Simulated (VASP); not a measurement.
# BaTe (F-43m) in VASP: notebook

The runs below take BaTe through single point, with PBE, r2SCAN, HSE06, PBE0.

All numbers are computed with VASP 6.6.1; they aren't measurements. Logs are shortened: lines on timing, memory, paths and dates and some standing lists are left out, and cuts for length are marked.

## 1. The cell of the first run

The structure is cubic, space group F-43m (No. 216). Conventional cell: a = 7.828 Å, b = 7.828 Å, c = 7.828 Å, α = 90.00°, β = 90.00°, γ = 90.00°. Ba (site symmetry -43m) has 4 Te at 3.39 Å within 4.5 Å. Te (site symmetry -43m) has 4 Ba at 3.39 Å within 4.5 Å.

## 2. Single point, PBE

INCAR reads:

```
PREC = Accurate
ENCUT = 520
EDIFF = 1E-7
ISMEAR = 0
SIGMA = 0.01
LREAL = False
LASPH = True
NELM = 80
ALGO = Normal
ISIF = 2
LWAVE = False
LCHARG = False
GGA = PE
NBANDS = 15
```

KPOINTS reads:

```
regular mesh
0
Gamma
  4 4 4
```

POSCAR reads:

```
BaTe
1.0
    0.0000000000      3.9141586629      3.9141586629
    3.9141586629      0.0000000000      3.9141586629
    3.9141586629      3.9141586629      0.0000000000
Ba Te
1 1
Direct
    0.0000000000      0.0000000000      0.0000000000
    0.2500000000      0.2500000000      0.2500000000
```

Potentials or basis: VASP PAW PBE potentials, release 64 (Ba_sv, Te).

Started as:

```console
$ cat potpaw_PBE.64/Ba_sv/POTCAR potpaw_PBE.64/Te/POTCAR > POTCAR
$ mpirun -np 1 vasp_std > vasp.out
```

OUTCAR:

```text
PREC = Accurate
   ENCUT = 520
   EDIFF = 1E-7
   ISMEAR = 0
   LREAL = False
   LASPH = True
   NELM = 80
   ISIF = 2
   GGA = PE

 ion  position               nearest neighbor table
   1  0.000  0.000  0.000-   2 3.39   2 3.39   2 3.39   2 3.39
   2  0.250  0.250  0.250-   1 3.39   1 3.39   1 3.39   1 3.39

  LATTYP: Found a face centered cubic cell.
 ALAT       =     7.8283173258

  Lattice vectors:

 A1 = (   0.0000000000,   3.9141586629,   3.9141586629)
 A2 = (   3.9141586629,   0.0000000000,   3.9141586629)
 A3 = (   3.9141586629,   3.9141586629,   0.0000000000)

Analysis of symmetry for initial positions (statically):
=====================================================================
 Subroutine PRICEL returns:
 Original cell was already a primitive cell.

 Routine SETGRP: Setting up the symmetry group for a
 face centered cubic supercell.

 Subroutine GETGRP returns: Found 24 space group operations
 (whereof 24 operations were pure point group operations)
 out of a pool of 48 trial point group operations.

The static configuration has the point symmetry T_d .

Analysis of symmetry for dynamics (positions and initial velocities):
=====================================================================
 Subroutine PRICEL returns:
 Original cell was already a primitive cell.

 Routine SETGRP: Setting up the symmetry group for a
 face centered cubic supercell.

 Subroutine GETGRP returns: Found 24 space group operations
 (whereof 24 operations were pure point group operations)
 out of a pool of 48 trial point group operations.

The dynamic configuration has the point symmetry T_d .

 Subroutine INISYM returns: Found 24 space group operations
 (whereof 24 operations are pure point group operations),
 and found     1 'primitive' translations

----------------------------------------------------------------------------------------

                                     Primitive cell

  volume of cell :     119.9348

  direct lattice vectors                    reciprocal lattice vectors
     0.000000000  3.914158663  3.914158663    -0.127741373  0.127741373  0.127741373
     3.914158663  0.000000000  3.914158663     0.127741373 -0.127741373  0.127741373
     3.914158663  3.914158663  0.000000000     0.127741373  0.127741373 -0.127741373

  length of vectors
     5.535456266  5.535456266  5.535456266     0.221254547  0.221254547  0.221254547

  position of ions in fractional coordinates (direct lattice)
     0.000000000  0.000000000  0.000000000
     0.250000000  0.250000000  0.250000000

  ion indices of the primitive-cell ions
   primitive index   ion index
                 1           1
                 2           2

----------------------------------------------------------------------------------------

 KPOINTS: regular mesh

Automatic generation of k-mesh.
 Grid dimensions read from file:
 generate k-points for:    4    4    4

 Generating k-lattice:

  Cartesian coordinates                     Fractional coordinates (reciprocal lattice)
    -0.031935343  0.031935343  0.031935343     0.250000000  0.000000000  0.000000000
     0.031935343 -0.031935343  0.031935343     0.000000000  0.250000000  0.000000000
     0.031935343  0.031935343 -0.031935343     0.000000000  0.000000000  0.250000000

  Length of vectors
     0.055313637  0.055313637  0.055313637

  Shift w.r.t. Gamma in fractional coordinates (k-lattice)
     0.000000000  0.000000000  0.000000000

 Subroutine IBZKPT returns following result:
 ===========================================

 Found      8 irreducible k-points:

 Following reciprocal coordinates:
            Coordinates               Weight
  0.000000  0.000000  0.000000      1.000000
  0.250000  0.000000  0.000000      8.000000
  0.500000  0.000000  0.000000      4.000000
  0.250000  0.250000  0.000000      6.000000
  0.500000  0.250000  0.000000     24.000000
 -0.250000  0.250000  0.000000     12.000000
  0.500000  0.500000  0.000000      3.000000
 -0.250000  0.500000  0.250000      6.000000
   k-points           NKPTS =      8   k-points in BZ     NKDIM =      8   number of bands    NBANDS=     15
   number of dos      NEDOS =    301   number of ions     NIONS =      2
   total plane-waves  NPLWV =  74088
   dimension x,y,z NGX =    42 NGY =   42 NGZ =   42
   dimension x,y,z NGXF=    84 NGYF=   84 NGZF=   84
   ions per type =               1   1
   NGX,Y,Z   is equivalent  to a cutoff of  12.61, 12.61, 12.61 a.u.
   NGXF,Y,Z  is equivalent  to a cutoff of  25.23, 25.23, 25.23 a.u.
 SYSTEM =  unknown system
   PREC   = accura    normal or accurate (medium, high low for compatibility)
   ISTART =      0    job   : 0-new  1-cont  2-samecut
   ICHARG =      2    charge: 1-file 2-atom 10-const
   ISPIN  =      1    spin polarized calculation?
   LNONCOLLINEAR =      F non collinear calculations
   LSORBIT =      F    spin-orbit coupling
   LASPH  =      T    aspherical Exc in radial PAW
   ENCUT  =  520.0 eV  38.22 Ry    6.18 a.u.  10.29 10.29 10.29*2*pi/ulx,y,z
   NELM   =     80;   NELMIN=  2; NELMDL= -5     # of ELM steps
   EDIFF  = 0.1E-06   stopping-criterion for ELM
   LREAL  =      F    real-space projection
   EDIFFG = 0.1E-05   stopping-criterion for IOM
   NSW    =      0    number of steps for IOM
   IBRION =     -1    ionic relax: 0-MD 1-quasi-New 2-CG
   NFREE  =      0    steps in history (QN), initial steepest desc. (CG)
   ISIF   =      2    stress and relaxation
   ISYM   =      2    0-nonsym 1-usesym 2-fastsym
   POTIM  = 0.5000    time-step for ionic-motion
   TEBEG  =    0.0;   TEEND  =   0.0 temperature during run
   PSTRESS=    0.0 pullay stress
   NELECT =      16.0000    total number of electrons
   NUPDOWN=      -1.0000    fix difference up-down
   EMIN   =  10.00;   EMAX   =-10.00  energy-range for DOS
   EFERMI =   0.00;   METHOD = LEGACY
   ISMEAR =     0;   SIGMA  =   0.01  broadening in eV -4-tet -1-fermi 0-gaus
   EFERMI_NEDOS =   21; number of points for ismear=-14 and -15
   IALGO  =     38    algorithm
   IMIX   =      4    mixing-type and parameters
     AMIX     =   0.40;   BMIX     =  1.00
     AMIX_MAG =   1.60;   BMIX_MAG =  1.00
  volume/ion in A,a.u.               =      59.97       404.68
  Fermi-wavevector in a.u.,A,eV,Ry     =   0.836501  1.580757  9.520455  0.699734
  Thomas-Fermi vector in A             =   1.950236
   LORBIT       =      0    0 simple, 1 ext, 2 COOP (PROOUT), +10 PAW based schemes
   GGA     = PE    functional components
   LHFCALC =     F    Hartree Fock is set to
   AEXX    =    0.0000 exact exchange contribution
   IVDW    =     0    specifies the selected vdW correction
   LEPSILON=     F    determine dielectric tensor
   LRPA    =     F    only Hartree local field effects (RPA)
 non-spin polarized calculation
 Gauss-broadening in eV      SIGMA  =   0.01
  energy-cutoff  :      520.00
  volume of cell :      119.93
 maximum number of plane-waves:      3250
 NGX is ok and might be reduce to    42
   NGX = 21   NGY = 21   NGZ = 21

 number of electron      16.0000000 magnetization

 Free energy of the ion-electron system (eV)
  ---------------------------------------------------
  ext. energy  EPLUGINS =         0.00000000
  ---------------------------------------------------
  free energy    TOTEN  =        -8.09081839 eV

  energy without entropy =       -8.09081839  energy(sigma->0) =       -8.09081839

 E-fermi :   0.1300     XC(G=0):  -6.6871

 val. band max:        0.0296208871   @ k =  -0.2500   0.5000   0.2500
 cond. band min:       2.6066478988   @ k =   0.0000   0.0000   0.0000
 fundamental gap:      2.5770270117
 Fermi energy:         0.1300424728

 k-point     1 :       0.0000    0.0000    0.0000
  band No.  band energies     occupation
      1     -26.8680      2.00000
      2     -12.0566      2.00000
      3     -12.0566      2.00000
      4     -12.0566      2.00000
      5      -8.6982      2.00000
      6      -0.4067      2.00000
      7      -0.4067      2.00000
      8      -0.4067      2.00000
      9       2.6066      0.00000
     10       4.1525      0.00000
     11       4.1525      0.00000
     12       6.1057      0.00000
     13       6.1057      0.00000
     14       6.1057      0.00000
     15       7.9270      0.00000

 k-point     2 :       0.2500    0.0000    0.0000
  band No.  band energies     occupation
      1     -26.8663      2.00000
      2     -12.1427      2.00000
      3     -12.0637      2.00000
      4     -12.0637      2.00000
      5      -8.5608      2.00000
      6      -0.6198      2.00000
      7      -0.3107      2.00000
      8      -0.3107      2.00000
      9       3.6056      0.00000
     10       4.0138      0.00000
     11       4.0138      0.00000
     12       5.4460      0.00000
     13       6.2018      0.00000
     14       6.2018      0.00000
     15       6.3397      0.00000

 k-point     3 :       0.5000    0.0000    0.0000
  band No.  band energies     occupation
      1     -26.8647      2.00000
      2     -12.2228      2.00000
      3     -12.0707      2.00000
      4     -12.0707      2.00000
      5      -8.4322      2.00000
      6      -0.6654      2.00000
      7      -0.2240      2.00000
      8      -0.2240      2.00000
      9       4.0254      0.00000
     10       4.3558      0.00000
     11       4.3558      0.00000
     12       4.5592      0.00000
     13       5.2295      0.00000
     14       5.2295      0.00000
     15       7.3450      0.00000
[... 55 lines left out ...]
 k-point     7 :       0.5000    0.5000    0.0000
  band No.  band energies     occupation
      1     -26.8635      2.00000
      2     -12.2453      2.00000
      3     -12.0906      2.00000
      4     -12.0906      2.00000
      5      -8.3439      2.00000
      6      -0.9389      2.00000
      7       0.0257      2.00000
      8       0.0257      2.00000
      9       2.9517      0.00000
     10       3.9298      0.00000
     11       5.0003      0.00000
     12       5.0003      0.00000
     13       5.0071      0.00000
     14       7.0379      0.00000
     15       7.5362      0.00000

 k-point     8 :      -0.2500    0.5000    0.2500
  band No.  band energies     occupation
      1     -26.8635      2.00000
      2     -12.2327      2.00000
      3     -12.1042      2.00000
      4     -12.0910      2.00000
      5      -8.3428      2.00000
      6      -0.5448      2.00000
      7      -0.4498      2.00000
      8       0.0296      2.00000
      9       2.9447      0.00000
     10       3.7907      0.00000
     11       4.7466      0.00000
     12       5.1225      0.00000
     13       5.9268      0.00000
     14       7.1342      0.00000
     15       7.1981      0.00000

------------------------ aborting loop because EDIFF is reached ----------------------------------------

  FORCE on cell =-STRESS in cart. coord.  units (eV):
  Direction    XX          YY          ZZ          XY          YZ          ZX
  --------------------------------------------------------------------------------------
  -------------------------------------------------------------------------------------
  Total        0.1558746      0.1558746      0.1558746     -0.0000000     -0.0000000     -0.0000000
  in kB        2.0822871      2.0822871      2.0822871     -0.0000000     -0.0000000     -0.0000000
  external PRESSURE =       2.0822871 kB  Pullay stress =       0.0000000 kB

 VOLUME and BASIS-vectors are now :
 -----------------------------------------------------------------------------
  energy-cutoff  :      520.00
  volume of cell :      119.93
      direct lattice vectors                 reciprocal lattice vectors
     0.000000000  3.914158663  3.914158663    -0.127741373  0.127741373  0.127741373
     3.914158663  0.000000000  3.914158663     0.127741373 -0.127741373  0.127741373
     3.914158663  3.914158663  0.000000000     0.127741373  0.127741373 -0.127741373

 POSITION                                       TOTAL-FORCE (eV/Angst)
 -----------------------------------------------------------------------------------
      0.00000      0.00000      0.00000         0.000000      0.000000      0.000000
      1.95708      1.95708      1.95708        -0.000000     -0.000000     -0.000000
 -----------------------------------------------------------------------------------
    total drift:                               -0.000000     -0.000000     -0.000000

  FREE ENERGIE OF THE ION-ELECTRON SYSTEM (eV)
  ---------------------------------------------------
  free  energy   TOTEN  =        -8.0908183891 eV

  energy  without entropy=       -8.0908183891  energy(sigma->0) =       -8.09081839
```

It took 11 s on 1 thread of Intel Xeon Platinum 8481C at 2.70GHz (Sapphire Rapids), shared host; peak memory 0.25 GiB.

What came out:

- Free energy: -8.0908 eV
- Pressure: 0.2 GPa
- Band gap on the k mesh: 2.58 eV, indirect (least direct gap 2.92 eV)

Caveat: spin-orbit coupling is left out, which moves the levels of the heavy elements.

## 3. Single point, PBE

INCAR reads:

```
SYSTEM = BaTe
ALGO     = Normal         ! electronic algorithm
EDIFF    = 1E-6           ! SCF threshold, eV
ENCUT    = 520            ! plane-wave cutoff, eV
GGA      = PE             ! functional
ISIF     = 2              ! what is computed and relaxed
ISMEAR   = 0              ! smearing method
LASPH    = .True.         ! aspherical terms in the spheres
LCHARG   = .False.        ! write CHGCAR
LREAL    = .False.        ! projectors in reciprocal space
LWAVE    = .False.        ! write WAVECAR
NBANDS   = 15             ! bands
NELM     = 100            ! most SCF steps
PREC     = Accurate       ! precision mode
SIGMA    = 0.01           ! smearing width, eV
```

KPOINTS reads:

```
k-points
0
Gamma
  4 4 4
  0 0 0
```

POSCAR is that of step 2.

Potentials or basis: VASP PAW PBE potentials, release 64 (Ba_sv, Te).

Started as:

```console
$ cat potpaw_PBE.64/Ba_sv/POTCAR potpaw_PBE.64/Te/POTCAR > POTCAR
$ mpirun -np 1 vasp_std > vasp.out
```

Run time: 11 s. Hardware: 1 thread of Intel Xeon Platinum 8481C at 2.70GHz (Sapphire Rapids), shared host; peak memory 0.25 GiB.

Results (log left out):

* Free energy: -8.0908 eV
* Pressure: 0.2 GPa
* Band gap on the k mesh: 2.58 eV, indirect (least direct gap 2.92 eV)

Levels at points of the mesh, in eV from the valence-band top:
| k point | band 6 | band 7 | band 8 | band 9 | band 10 | band 11 |
| --- | --- | --- | --- | --- | --- | --- |
| (0.00, 0.00, 0.00) | -0.44 | -0.44 | -0.44 | 2.58 | 4.12 | 4.12 |
| (0.50, 0.00, 0.00) | -0.69 | -0.25 | -0.25 | 4.00 | 4.33 | 4.33 |
| (0.50, 0.50, 0.00) | -0.97 | 0.00 | 0.00 | 2.92 | 3.90 | 4.97 |

Caveat: spin-orbit coupling is left out, which moves the levels of the heavy elements. A k mesh can miss the band edges.

## 4. Single point, r2SCAN

POSCAR is that of step 3.

INCAR.step1 reads:

```
PREC     = Accurate       # precision mode
ENCUT    = 520            # plane-wave cutoff, eV
ISMEAR   = 0              # smearing method
SIGMA    = 0.01           # smearing width, eV
LREAL    = False          # projectors in reciprocal space
LASPH    = True           # aspherical terms in the spheres
NELM     = 100            # most SCF steps
NBANDS   = 15             # bands
GGA      = PE             # functional
ALGO     = Normal         # electronic algorithm
EDIFF    = 1E-4           # SCF threshold, eV
LWAVE    = True           # write WAVECAR
LCHARG   = False          # write CHGCAR
```

INCAR.step2 reads:

```
PREC     = Accurate       # precision mode
ENCUT    = 520            # plane-wave cutoff, eV
EDIFF    = 1E-7           # SCF threshold, eV
ISMEAR   = 0              # smearing method
SIGMA    = 0.01           # smearing width, eV
LREAL    = False          # projectors in reciprocal space
LASPH    = True           # aspherical terms in the spheres
NELM     = 100            # most SCF steps
ALGO     = Normal         # electronic algorithm
ISIF     = 2              # what is computed and relaxed
LWAVE    = False          # write WAVECAR
LCHARG   = True           # write CHGCAR
METAGGA  = R2SCAN         # meta-GGA
LMIXTAU  = True         
LELF     = True           # ELF
LVHAR    = True         
NBANDS   = 15             # bands
ISTART   = 1
```

KPOINTS reads:

```
Automatic mesh
0
Gamma
  4 4 4
```

Started as:

```console
$ cat potpaw_PBE.64/Ba_sv/POTCAR potpaw_PBE.64/Te/POTCAR > POTCAR
$ cp INCAR.step1 INCAR
$ mpirun -np 1 vasp_std > vasp.out
$ cp INCAR.step2 INCAR
$ mpirun -np 1 vasp_std > vasp.out
```

Run time: 49 s. Hardware: 1 thread of Intel Xeon Platinum 8481C at 2.70GHz (Sapphire Rapids), shared host; peak memory 0.28 GiB.

It converged, with:

- Free energy: -55.3753 eV
- Pressure: 0.2 GPa
- Band gap on the k mesh: 2.95 eV, indirect (least direct gap 3.19 eV)

Levels at points of the mesh, in eV from the valence-band top:
| k point | band 4 | band 5 | band 6 | band 7 | band 8 | band 9 | band 10 | band 11 | band 12 | band 13 |
| --- | --- | --- | --- | --- | --- | --- | --- | --- | --- | --- |
| (0.00, 0.00, 0.00) | -12.45 | -9.00 | -0.43 | -0.43 | -0.43 | 2.95 | 4.60 | 4.60 | 6.55 | 6.55 |
| (0.50, 0.00, 0.00) | -12.46 | -8.71 | -0.69 | -0.24 | -0.24 | 4.36 | 4.80 | 4.80 | 4.99 | 5.68 |
| (0.50, 0.50, 0.00) | -12.48 | -8.62 | -0.96 | 0.00 | 0.00 | 3.18 | 4.37 | 5.48 | 5.48 | 5.54 |

Caveat: the PAW data sets were made with another functional, which shifts forces and pressure a little; spin-orbit coupling is left out, which moves the levels of the heavy elements.

## 5. Single point, PBE

INCAR reads:

```
PREC = Accurate
ENCUT = 520
EDIFF = 1E-7
ISMEAR = 0
SIGMA = 0.01
LREAL = F
LASPH = T
NELM = 80
ALGO = Normal
ISIF = 2
LWAVE = F
LCHARG = F
GGA = PE
NBANDS = 15
```

KPOINTS reads:

```
regular mesh
0
Gamma
  6 6 6
```

POSCAR is that of step 4.

Started as:

```console
$ cat potpaw_PBE.64/Ba_sv/POTCAR potpaw_PBE.64/Te/POTCAR > POTCAR
$ mpirun -np 1 vasp_std > vasp.out
```

Run time: 18 s. Hardware: 1 thread of Intel Xeon Platinum 8481C at 2.70GHz (Sapphire Rapids), shared host; peak memory 0.26 GiB.

The run converged. Its results:

```
Free energy            : -8.0909 eV
Pressure               : 0.2 GPa
Band gap on the k mesh : 2.58 eV, indirect (least direct gap 2.92 eV)
```

Levels at points of the mesh, in eV from the valence-band top:
```csv
k point,band 5,band 6,band 7,band 8,band 9,band 10,band 11,band 12
"(0.00, 0.00, 0.00)",-8.73,-0.44,-0.44,-0.44,2.58,4.12,4.12,6.08
"(0.50, 0.00, 0.00)",-8.46,-0.69,-0.25,-0.25,4.00,4.33,4.33,4.53
"(0.50, 0.50, 0.00)",-8.37,-0.97,0.00,0.00,2.92,3.90,4.97,4.97
```

Caveat: spin-orbit coupling is left out, which moves the levels of the heavy elements. A k mesh can miss the band edges.

[end of part 1 of 2]
